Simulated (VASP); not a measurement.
TbC4:

```
Tb C
1.0
     4.59062    0.00000    0.00000
     0.00000    4.59062    0.00000
     0.00000    0.00000    4.59062
Tb C
1 4
Direct
  0.00000 0.00000 0.00000
  0.50000 0.00000 0.00000
  0.00000 0.50000 0.00000
  0.00000 0.00000 0.50000
  0.50000 0.50000 0.50000
```

The cell was built from a structure type or drawn by symmetry, and may not be a known phase.

```yaml
Program: VASP 6.6.1
Task: relaxation of cell and atoms
Functional: PBE
Potentials_or_basis: VASP PAW PBE potentials, release 64 (Tb_3, C), 4f in core
Cutoff: 600 eV
k_mesh: 8 × 8 × 8
Occupations: gaussian, width 0.1 eV
Spin: no spin polarisation
```

At the start: pressure -2.2 GPa; volume 19.35 Å³/atom.

Where does the relaxation end?

Over 3 steps the energy falls by 5.6 meV/atom and the volume is 18.55 Å³/atom (-4.1 %); space group Pm-3m (No. 221, to 0.1 Å) before and after.

Step by step:
```tsv
step	energy change (eV)	largest force (eV/Å)	pressure (GPa)	volume (Å³)
1	0.0000	0.0000	-2.16	96.74
2	-0.0276	0.0000	-0.24	93.14
3	-0.0279	0.0000	0.00	92.74
```

Final structure:
```yaml
crystal:
  lattice:
    - [4.52643, 0.00000, 0.00000]
    - [0.00000, 4.52643, 0.00000]
    - [0.00000, 0.00000, 4.52643]
  atoms:
    - { symbol: Tb, position: [0.00000, 0.00000, 0.00000] }
    - { symbol: C, position: [0.50000, 0.00000, 0.00000] }
    - { symbol: C, position: [0.00000, 0.50000, 0.00000] }
    - { symbol: C, position: [0.00000, 0.00000, 0.50000] }
    - { symbol: C, position: [0.50000, 0.50000, 0.50000] }
```
